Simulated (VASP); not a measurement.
Write the native input for VASP 6.6.1 that does the following.

| Quantity | Value |
| --- | --- |
| Task | relaxation of cell and atoms |
| Functional | PBE |
| Potentials or basis | VASP PAW PBE potentials, release 64 (Be, S) |
| Cutoff | 600 eV |
| k mesh | 15 × 15 × 15 |
| Occupations | fermi-dirac, width 0.08 eV |
| Spin | no spin polarisation |
| Target pressure | -2.9 GPa |
| Dipole correction | no |
| Further INCAR settings | ALGO = Normal; EDIFF = 1e-07; IBRION = 2; EDIFFG = -0.005; NSW = 60; ISIF = 3 |

The structure of BeS (rocksalt type) lies in POSCAR:

```
BeS
1.0
    0.0000000000      2.3367938072      2.3367938072
    2.3367938072      0.0000000000      2.3367938072
    2.3367938072      2.3367938072      0.0000000000
Be S
1 1
Direct
    0.0000000000      0.0000000000      0.0000000000
    0.5000000000      0.5000000000      0.5000000000
```

One way to write it, as run:

INCAR

```
ALGO = Normal
EDIFF = 1E-7
EDIFFG = -0.005
ENCUT = 600
GGA = PE
IBRION = 2
ISIF = 3
ISMEAR = -1
LASPH = T
LCHARG = F
LREAL = F
LWAVE = F
NELM = 60
NSW = 60
PREC = Accurate
PSTRESS = -29.0
SIGMA = 0.08
```

KPOINTS

```
k-points
0
Gamma
  15 15 15
```

Potentials or basis: VASP PAW PBE potentials, release 64 (Be, S).

Launch:

```sh
$ cat potpaw_PBE.64/Be/POTCAR potpaw_PBE.64/S/POTCAR > POTCAR
$ mpirun -np 1 vasp_std > vasp.out
```

Results of the run:

- Pressure after relaxing: -3.0 GPa
- Band gap on the k mesh: 1.00 eV (least direct gap 4.04 eV)

Caveat: the relaxation stopped at its first step, so nothing moved; the cell is relaxed towards a set pressure, so the run minimises the enthalpy, not the energy; an odd mesh through Γ misses points on the zone boundary, where band edges can lie.

Wall time 19 s on 1 thread of AMD EPYC 9R45 96-Core Processor (Zen 5), with other jobs on the host, peak memory 0.14 GiB.
